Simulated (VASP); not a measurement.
Wanted: the native input for a VASP 6.6.1 run.

```
Task                   : single point
Functional             : PBE
Potentials or basis    : VASP PAW PBE potentials, release 64 (Cd, Te)
Cutoff                 : 520 eV
k mesh                 : 4 × 4 × 4
Occupations            : gaussian, width 0.1 eV
Spin                   : no spin polarisation
Dipole correction      : no
Further INCAR settings : ALGO = Normal; EDIFF = 1e-06; NBANDS = 29
```

The structure of Cd2Te3 lies in POSCAR:

```
Cd2Te3
1.0
    5.6320384238      0.0000000000      0.0000000000
    0.0000000000      5.6320384238      0.0000000000
    0.0000000000      0.0000000000      5.6320384238
Cd Te
2 3
Direct
    0.5000000000      0.5000000000      0.5000000000
    0.0000000000      0.0000000000      0.0000000000
    0.5000000000      0.0000000000      0.0000000000
    0.0000000000      0.5000000000      0.0000000000
    0.0000000000      0.0000000000      0.5000000000
```

The input as run:

INCAR

```
SYSTEM = Cd2Te3
ALGO = Normal
EDIFF = 1E-6
ENCUT = 520
GGA = PE
ISIF = 2
ISMEAR = 0
LASPH = .True.
LCHARG = .False.
LREAL = .False.
LWAVE = .False.
NBANDS = 29
NELM = 60
PREC = Accurate
SIGMA = 0.1
```

KPOINTS

```
k-points
0
Gamma
  4 4 4
  0 0 0
```

Potentials or basis: VASP PAW PBE potentials, release 64 (Cd, Te).

Command:

```console
$ cat potpaw_PBE.64/Cd/POTCAR potpaw_PBE.64/Te/POTCAR > POTCAR
$ mpirun -np 1 vasp_std > vasp.out
```

Results of the run:

```yaml
Pressure: 0.4 GPa
Band_gap_on_the_k_mesh: zero (band 21 reaches 3.25 eV, above the bottom of band 22 at 2.29 eV)
```

Caveat: spin-orbit coupling is left out, which moves the levels of the heavy elements.

Wall time 26 s on 1 thread of AMD EPYC 9R45 96-Core Processor (Zen 5), on a shared host, peak memory 0.24 GiB.
